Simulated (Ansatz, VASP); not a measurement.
**MgS: VASP beside Ansatz**

File INCAR:

```
  PREC = Accurate
  ENCUT = 600
  EDIFF = 1E-6
  ISMEAR = 0
  SIGMA = 0.05
  LREAL = False
  LASPH = True
  NELM = 120
  ALGO = Normal
  ISIF = 2
  LWAVE = False
  LCHARG = False
  GGA = PS
  NBANDS = 11
  GGA_COMPAT = False
```

Contents of KPOINTS:

```
regular mesh
0
Gamma
  8 8 8
```

File POSCAR:

```
MgS
1.0
    0.0000000000      2.4715675000      2.6666912500
    2.4715675000      0.0000000000      2.6666912500
    2.4715675000      2.4715675000      0.0000000000
Mg S
1 1
Direct
    0.0000000000      0.0000000000      0.0000000000
    0.5000000000      0.5000000000      0.5000000000
```

Input for Ansatz:

```yaml
crystal:
  lattice:
    - [0.0, 2.4715675, 2.66669125]
    - [2.4715675, 0.0, 2.66669125]
    - [2.4715675, 2.4715675, 0.0]
  atoms:
    - { symbol: Mg, position: [0.0, 0.0, 0.0] }
    - { symbol: S, position: [0.5, 0.5, 0.5] }
basis:
  ecutwfc: 420
kpoints:
  mp_grid: { grid: [8, 8, 8] }
hamiltonian:
  xc: pbesol
scf:
  occupations: { method: gaussian, width: 0.05 }
output:
  forces: true
  stress: true
  eigenvalues: true
```

Change from the starting cell: strain -0.050 along x and y, +0.025 along z, atoms carried along.

Alike in both runs: task single point; functional PBEsol; k mesh 8 × 8 × 8; occupations gaussian, width 0.05 eV; no spin polarisation.

|  | VASP | Ansatz |
| --- | --- | --- |
| version | VASP 6.6.1 | Ansatz 0.2.0 |
| potentials or method | VASP PAW PBE potentials, release 64 (Mg, S), cutoff 600 eV | scalar-relativistic, plane waves, PAW |
| valence electrons in the cell | 8 | 16 |

|  | VASP | Ansatz | Ansatz less VASP |
| --- | --- | --- | --- |
| gap on the k mesh at the Fermi level (eV) | 2.59 | 2.58 | -0.009 |
| least direct gap on the mesh (eV) | 4.05 | 4.04 | -0.004 |
| pressure (GPa) | 6.8 | 7.0 | +0.15 |
| traceless stress, the component that is largest in VASP (GPa) | -7.28 | -7.28 | +0.003 |

VASP's potentials were made for PBE, not for PBEsol. The functional is the same, so the differences come from potentials, cutoffs and numerics. VASP's potentials hold 8 valence electrons a cell and Ansatz's 16, so a difference there can come from the potentials and not from the codes.
